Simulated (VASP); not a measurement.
MgB2, 3 atoms in the cell. It takes space group P6/mmm (No. 191, hexagonal). The conventional cell has a = 3.085 Å, b = 3.085 Å, c = 3.523 Å, α = 90.00°, β = 90.00°, γ = 120.00°. Within 3.3 Å of Mg (site symmetry 6/mmm) lie 12 B at 2.51 Å and 6 Mg at 3.08 to 3.09 Å. Within 2.4 Å of B (site symmetry -6m2) lie 3 B at 1.78 Å. 

```yaml
Program: VASP 6.6.1
Task: relaxation of cell and atoms
Functional: PBE
Potentials_or_basis: VASP PAW PBE potentials, release 64 (Mg, B)
Cutoff: 600 eV
k_mesh: 10 × 10 × 8
Occupations: fermi-dirac, width 0.05 eV
Spin: no spin polarisation
Target_pressure: 2 GPa
Dipole_correction: no
Further_INCAR_settings: ALGO = Normal; EDIFF = 1e-06; IBRION = 2; EDIFFG = -0.01; NSW = 60; ISIF = 3
```

Potentials or basis: VASP PAW PBE potentials, release 64 (Mg, B).

Command:

```console
$ cat potpaw_PBE.64/Mg/POTCAR potpaw_PBE.64/B/POTCAR > POTCAR
$ mpirun -np 1 vasp_std > vasp.out
```

Hardware: 1 thread of Intel(R) Xeon(R) Platinum 8559C (Emerald Rapids) (shared host).

**Question.** How long does it take, and how much memory?

**Answer.** It took 29 s on 1 thread of Intel(R) Xeon(R) Platinum 8559C (Emerald Rapids) (shared host), peak memory 0.18 GiB. Counts: scf iterations 30, k points 70, ion steps 5.
